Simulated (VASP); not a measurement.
# Ga2SnTe4 (I-4) in VASP: single point with r2SCAN

Aim: the single point of Ga2SnTe4 with r2SCAN.

Everything below comes from runs of VASP 6.6.1. Logs are shortened: lines on timing, memory, paths and dates and some standing lists are left out, and cuts for length are marked.

## 1. The cell of the first run

The structure is tetragonal, space group I-4 (No. 82). Conventional cell: a = 6.050 Å, b = 6.050 Å, c = 11.726 Å, α = 90.00°, β = 90.00°, γ = 90.00°. Within 3.6 Å of Sn (site symmetry -4) lie 4 Te at 2.77 Å. Ga (site symmetry -4) has 4 Te at 2.57 Å within 3.4 Å. Within 3.4 Å of Ga (site symmetry -4) lie 4 Te at 2.56 Å. Within 3.4 Å of Te (site symmetry 1) lie 2 Ga at 2.56 to 2.57 Å and 1 Sn at 2.77 Å.

## 2. Single point, r2SCAN

The input, POSCAR:

```
Ga2SnTe4
1.0
    0.0000000000      6.0495100000      0.0000000000
    6.0495100000      0.0000000000      0.0000000000
    3.0247550000      3.0247550000     -5.8628520000
Sn Ga Te
1 2 4
Direct
    0.0000000000      0.0000000000      0.0000000000
    0.7500000000      0.2500000000      0.5000000000
    0.5000000000      0.5000000000      0.0000000000
    0.3950000000      0.4050000000      0.7300000000
    0.5950000000      0.1250000000      0.2700000000
    0.8750000000      0.8650000000      0.7300000000
    0.1350000000      0.6050000000      0.2700000000
```

The input, INCAR.step1:

```
PREC = Accurate ; ENCUT = 520
ISMEAR = -1 ; SIGMA = 0.0513
LREAL = F ; LASPH = T
NELM = 60 ; NBANDS = 41
GGA = PE ; ALGO = Normal
EDIFF = 1E-4 ; LWAVE = T
LCHARG = F
```

The input, INCAR.step2:

```
PREC = Accurate ; ENCUT = 520
EDIFF = 1E-6 ; ISMEAR = -1
SIGMA = 0.0513 ; LREAL = F
LASPH = T ; NELM = 60
ALGO = Normal ; ISIF = 2
LWAVE = F ; LCHARG = T
METAGGA = R2SCAN ; LMIXTAU = T
LELF = T ; LVHAR = T
NBANDS = 41 ; ISTART = 1
```

The input, KPOINTS:

```
regular mesh
0
Gamma
  6 6 6
```

Potentials or basis: VASP PAW PBE potentials, release 64 (Sn_d, Ga_d, Te).

Launch:

```
$ cat potpaw_PBE.64/Sn_d/POTCAR potpaw_PBE.64/Ga_d/POTCAR potpaw_PBE.64/Te/POTCAR > POTCAR
$ cp INCAR.step1 INCAR
$ mpirun -np 1 vasp_std > vasp.out
$ cp INCAR.step2 INCAR
$ mpirun -np 1 vasp_std > vasp.out
```

OUTCAR:

```text
PREC = Accurate
   ENCUT = 520
   EDIFF = 1E-6
   ISMEAR = -1
   LREAL = F
   LASPH = T
   NELM = 60
   ISIF = 2
   METAGGA = R2SCAN
   ISTART = 1

 ion  position               nearest neighbor table
   1  0.000  0.000  0.000-   4 2.77   5 2.77   6 2.77   7 2.77
   2  0.750  0.250  0.500-   4 2.57   5 2.57   6 2.57   7 2.57
   3  0.500  0.500  0.000-   4 2.56   5 2.56   6 2.56   7 2.56
   4  0.395  0.405  0.730-   3 2.56   2 2.57   1 2.77
   5  0.595  0.125  0.270-   3 2.56   2 2.57   1 2.77
   6  0.875  0.865  0.730-   3 2.56   2 2.57   1 2.77
   7  0.135  0.605  0.270-   3 2.56   2 2.57   1 2.77

  LATTYP: Found a body centered tetragonal cell.
 ALAT       =     6.0495100000
 C/A-ratio  =     1.9382898780

  Lattice vectors:

 A1 = (  -3.0247550000,   3.0247550000,   5.8628520000)
 A2 = (   3.0247550000,  -3.0247550000,   5.8628520000)
 A3 = (   3.0247550000,   3.0247550000,  -5.8628520000)

Analysis of symmetry for initial positions (statically):
=====================================================================
 Subroutine PRICEL returns:
 Original cell was already a primitive cell.

 Routine SETGRP: Setting up the symmetry group for a
 body centered tetragonal supercell.

 Subroutine GETGRP returns: Found  4 space group operations
 (whereof  4 operations were pure point group operations)
 out of a pool of 16 trial point group operations.

The static configuration has the point symmetry S_4 .

Analysis of symmetry for dynamics (positions and initial velocities):
=====================================================================
 Subroutine PRICEL returns:
 Original cell was already a primitive cell.

 Routine SETGRP: Setting up the symmetry group for a
 body centered tetragonal supercell.

 Subroutine GETGRP returns: Found  4 space group operations
 (whereof  4 operations were pure point group operations)
 out of a pool of 16 trial point group operations.

The dynamic configuration has the point symmetry S_4 .

 Subroutine INISYM returns: Found  4 space group operations
 (whereof  4 operations are pure point group operations),
 and found     1 'primitive' translations

----------------------------------------------------------------------------------------

                                     Primitive cell

  volume of cell :     214.5603

  direct lattice vectors                    reciprocal lattice vectors
     0.000000000  6.049510000  0.000000000     0.000000000  0.165302644  0.085282726
     6.049510000  0.000000000  0.000000000     0.165302644  0.000000000  0.085282726
     3.024755000  3.024755000 -5.862852000     0.000000000  0.000000000 -0.170565452

  length of vectors
     6.049510000  6.049510000  7.257500892     0.186005665  0.186005665  0.170565452

  position of ions in fractional coordinates (direct lattice)
     0.000000000  0.000000000  0.000000000
     0.750000000  0.250000000  0.500000000
     0.500000000  0.500000000  0.000000000
     0.395000000  0.405000000  0.730000000
     0.595000000  0.125000000  0.270000000
     0.875000000  0.865000000  0.730000000
     0.135000000  0.605000000  0.270000000

  ion indices of the primitive-cell ions
   primitive index   ion index
                 1           1
                 2           2
                 3           3
                 4           4
                 5           5
                 6           6
                 7           7

----------------------------------------------------------------------------------------

 KPOINTS: regular mesh

Automatic generation of k-mesh.
 Grid dimensions read from file:
 generate k-points for:    6    6    6

 Generating k-lattice:

  Cartesian coordinates                     Fractional coordinates (reciprocal lattice)
     0.000000000  0.027550441  0.014213788     0.166666667  0.000000000  0.000000000
     0.027550441  0.000000000  0.014213788     0.000000000  0.166666667  0.000000000
     0.000000000  0.000000000 -0.028427575     0.000000000  0.000000000  0.166666667

  Length of vectors
     0.031000944  0.031000944  0.028427575

  Shift w.r.t. Gamma in fractional coordinates (k-lattice)
     0.000000000  0.000000000  0.000000000

 Subroutine IBZKPT returns following result:
 ===========================================

 Found     36 irreducible k-points:

 Following reciprocal coordinates:
            Coordinates               Weight
  0.000000  0.000000  0.000000      1.000000
  0.166667  0.000000  0.000000      8.000000
  0.333333  0.000000  0.000000      8.000000
  0.500000  0.000000  0.000000      4.000000
  0.166667  0.166667  0.000000      8.000000
  0.333333  0.166667  0.000000      8.000000
[... 16 lines left out ...]
  0.333333  0.333333  0.166667      8.000000
  0.500000  0.333333  0.166667      8.000000
 [... further k-points ...]
   k-points           NKPTS =     36   k-points in BZ     NKDIM =     36   number of bands    NBANDS=     41
   number of dos      NEDOS =    301   number of ions     NIONS =      7
   total plane-waves  NPLWV = 124416
   dimension x,y,z NGX =    48 NGY =   48 NGZ =   54
   dimension x,y,z NGXF=    96 NGYF=   96 NGZF=  108
   ions per type =               1   2   4
   NGX,Y,Z   is equivalent  to a cutoff of  13.19, 13.19, 12.37 a.u.
   NGXF,Y,Z  is equivalent  to a cutoff of  26.38, 26.38, 24.74 a.u.
 SYSTEM =  unknown system
   PREC   = accura    normal or accurate (medium, high low for compatibility)
   ISTART =      1    job   : 0-new  1-cont  2-samecut
   ICHARG =      0    charge: 1-file 2-atom 10-const
   ISPIN  =      1    spin polarized calculation?
   LNONCOLLINEAR =      F non collinear calculations
   LSORBIT =      F    spin-orbit coupling
   LASPH  =      T    aspherical Exc in radial PAW
   ENCUT  =  520.0 eV  38.22 Ry    6.18 a.u.  11.25 11.25 13.49*2*pi/ulx,y,z
   NELM   =     60;   NELMIN=  2; NELMDL=  0     # of ELM steps
   EDIFF  = 0.1E-05   stopping-criterion for ELM
   LREAL  =      F    real-space projection
   EDIFFG = 0.1E-04   stopping-criterion for IOM
   NSW    =      0    number of steps for IOM
   IBRION =     -1    ionic relax: 0-MD 1-quasi-New 2-CG
   NFREE  =      0    steps in history (QN), initial steepest desc. (CG)
   ISIF   =      2    stress and relaxation
   ISYM   =      2    0-nonsym 1-usesym 2-fastsym
   POTIM  = 0.5000    time-step for ionic-motion
   TEBEG  =    0.0;   TEEND  =   0.0 temperature during run
   PSTRESS=    0.0 pullay stress
   NELECT =      64.0000    total number of electrons
   NUPDOWN=      -1.0000    fix difference up-down
   EMIN   =  10.00;   EMAX   =-10.00  energy-range for DOS
   EFERMI =   0.00;   METHOD = LEGACY
   ISMEAR =    -1;   SIGMA  =   0.05  broadening in eV -4-tet -1-fermi 0-gaus
   EFERMI_NEDOS =   21; number of points for ismear=-14 and -15
   IALGO  =     38    algorithm
   IMIX   =      4    mixing-type and parameters
     AMIX     =   0.40;   BMIX     =  1.00
     AMIX_MAG =   1.60;   BMIX_MAG =  1.00
  volume/ion in A,a.u.               =      30.65       206.85
  Fermi-wavevector in a.u.,A,eV,Ry     =   1.093835  2.067048 16.279023  1.196474
  Thomas-Fermi vector in A             =   2.230128
   LORBIT       =      0    0 simple, 1 ext, 2 COOP (PROOUT), +10 PAW based schemes
   METAGGA = R2SCAN    functional components
   LHFCALC =     F    Hartree Fock is set to
   AEXX    =    0.0000 exact exchange contribution
   IVDW    =     0    specifies the selected vdW correction
   LEPSILON=     F    determine dielectric tensor
   LRPA    =     F    only Hartree local field effects (RPA)
 non-spin polarized calculation
  energy-cutoff  :      520.00
  volume of cell :      214.56
 maximum number of plane-waves:      5837
 NGX is ok and might be reduce to    48
   NGX = 23   NGY = 23   NGZ = 27

 number of electron      64.0000009 magnetization

 Free energy of the ion-electron system (eV)
  ---------------------------------------------------
  ext. energy  EPLUGINS =         0.00000000
  ---------------------------------------------------
  free energy    TOTEN  =      -149.72104226 eV

  energy without entropy =     -149.69541382  energy(sigma->0) =     -149.70822804

 E-fermi :   6.4819     XC(G=0):  -9.6119

 val. band max:        6.4800401241   @ k =  -0.1667  -0.1667   0.1667
 cond. band min:       6.4956026275   @ k =   0.5000   0.0000   0.1667
 fundamental gap:      0.0155625033
 Fermi energy:         6.4818660161

 k-point     1 :       0.0000    0.0000    0.0000
  band No.  band energies     occupation
      1     -16.7540      2.00000
      2     -16.7461      2.00000
      3     -16.7461      2.00000
      4     -16.6953      2.00000
      5     -16.6891      2.00000
      6     -10.7510      2.00000
[... 33 lines left out ...]
     40       9.3661      0.00000
     41      10.2720      0.00000

 k-point     2 :       0.1667    0.0000    0.0000
  band No.  band energies     occupation
      1     -16.7541      2.00000
      2     -16.7461      2.00000
      3     -16.7461      2.00000
      4     -16.6953      2.00000
      5     -16.6891      2.00000
      6     -10.7514      2.00000
[... 33 lines left out ...]
     40       9.2652      0.00000
     41      10.4807      0.00000

 k-point     3 :       0.3333    0.0000    0.0000
  band No.  band energies     occupation
      1     -16.7541      2.00000
      2     -16.7462      2.00000
      3     -16.7461      2.00000
      4     -16.6952      2.00000
      5     -16.6890      2.00000
      6     -10.7524      2.00000
[... 33 lines left out ...]
     40       9.8473      0.00000
     41      10.2088      0.00000

 k-point     4 :       0.5000    0.0000    0.0000
  band No.  band energies     occupation
      1     -16.7542      2.00000
      2     -16.7462      2.00000
      3     -16.7460      2.00000
      4     -16.6952      2.00000
      5     -16.6890      2.00000
      6     -10.7529      2.00000
[... 825 lines left out ...]
     40       9.6998      0.00000
     41      10.4206      0.00000

 k-point    23 :       0.3333    0.3333    0.1667
  band No.  band energies     occupation
      1     -16.7543      2.00000
      2     -16.7462      2.00000
      3     -16.7461      2.00000
      4     -16.6951      2.00000
      5     -16.6889      2.00000
      6     -10.7544      2.00000
[... 33 lines left out ...]
     40       9.9646      0.00000
     41      10.3645      0.00000

 k-point    24 :       0.5000    0.3333    0.1667
  band No.  band energies     occupation
      1     -16.7544      2.00000
      2     -16.7462      2.00000
      3     -16.7462      2.00000
      4     -16.6950      2.00000
      5     -16.6889      2.00000
      6     -10.7551      2.00000
[... 33 lines left out ...]
     40       9.8835      0.00000
     41      10.0945      0.00000

 [... further k-points ...]

------------------------ aborting loop because EDIFF is reached ----------------------------------------

  FORCE on cell =-STRESS in cart. coord.  units (eV):
  Direction    XX          YY          ZZ          XY          YZ          ZX
  --------------------------------------------------------------------------------------
  -------------------------------------------------------------------------------------
  Total       12.5964663     12.5964663     10.4881978     -0.0000010      0.0000000      0.0000000
  in kB       94.0610847     94.0610847     78.3180962     -0.0000076      0.0000000      0.0000000
  external PRESSURE =      88.8134219 kB  Pullay stress =       0.0000000 kB

 VOLUME and BASIS-vectors are now :
 -----------------------------------------------------------------------------
  energy-cutoff  :      520.00
  volume of cell :      214.56
      direct lattice vectors                 reciprocal lattice vectors
     0.000000000  6.049510000  0.000000000     0.000000000  0.165302644  0.085282726
     6.049510000  0.000000000  0.000000000     0.165302644  0.000000000  0.085282726
     3.024755000  3.024755000 -5.862852000     0.000000000  0.000000000 -0.170565452

 POSITION                                       TOTAL-FORCE (eV/Angst)
 -----------------------------------------------------------------------------------
      0.00000      0.00000      0.00000         0.000000     -0.000000      0.000000
      3.02475      6.04951     -2.93143         0.000000      0.000000      0.000000
      3.02475      3.02475      0.00000         0.000000      0.000000      0.000000
      4.65812      4.59763     -4.27988         1.037644      0.232817      1.004996
      1.57287      4.41614     -1.58297         0.232817     -1.037644     -1.004996
      7.44090      7.50139     -4.27988        -1.037644     -0.232817      1.004996
      4.47664      1.63337     -1.58297        -0.232817      1.037644     -1.004996
 -----------------------------------------------------------------------------------
    total drift:                               -0.000178     -0.000172      0.000230

  FREE ENERGIE OF THE ION-ELECTRON SYSTEM (eV)
  ---------------------------------------------------
  free  energy   TOTEN  =      -149.7210422555 eV

  energy  without entropy=     -149.6954138153  energy(sigma->0) =     -149.70822804
```

Run time: 22 min. Hardware: 1 thread of Intel Xeon 8259CL, shared host; peak memory 0.57 GiB.

What came out:

| Quantity | Value |
| --- | --- |
| Free energy | -149.7210 eV |
| Pressure | 8.9 GPa |
| Largest force | 1.463 eV/Å |
| Band gap on the k mesh | zero (bands 32 and 33 overlap by 0.64 eV) |

Forces on the atoms (eV/Å):
```
Sn   0.000  0.000  0.000
Ga   0.000  0.000  0.000
Ga   0.000  0.000  0.000
Te   1.038  0.233  1.005
Te   0.233 -1.038 -1.005
Te  -1.038 -0.233  1.005
Te  -0.233  1.038 -1.005
```

Caveat: the cell stands under pressure; the PAW data sets were made with another functional, which shifts forces and pressure a little; spin-orbit coupling is left out, which moves the levels of the heavy elements.
